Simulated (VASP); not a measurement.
Crystal: Sb.

```
Sb
1.0
    -1.83314    1.83314    1.83314
     1.83314   -1.83314    1.83314
     1.83314    1.83314   -1.83314
Sb
1
Direct
  0.00000 0.00000 0.00000
```

This cell differs from its parent crystal: volume scaled by 0.94.

Base run:

- Program: VASP 6.6.1
- Functional: PBE
- Potentials or basis: VASP PAW PBE potentials, release 64 (Sb)
- Cutoff: 520 eV
- k mesh: 10 × 10 × 10
- Occupations: fermi-dirac, width 0.05 eV
- Spin: no spin polarisation

Its results: pressure 8.1 GPa.

Question: The run is repeated on the same cell with these changes: functional from PBE to LDA; potentials or basis from VASP PAW PBE potentials, release 64 (Sb) to VASP PAW LDA potentials, release 64 (Sb). What comes out?

Answer: Pressure 3.5 GPa.
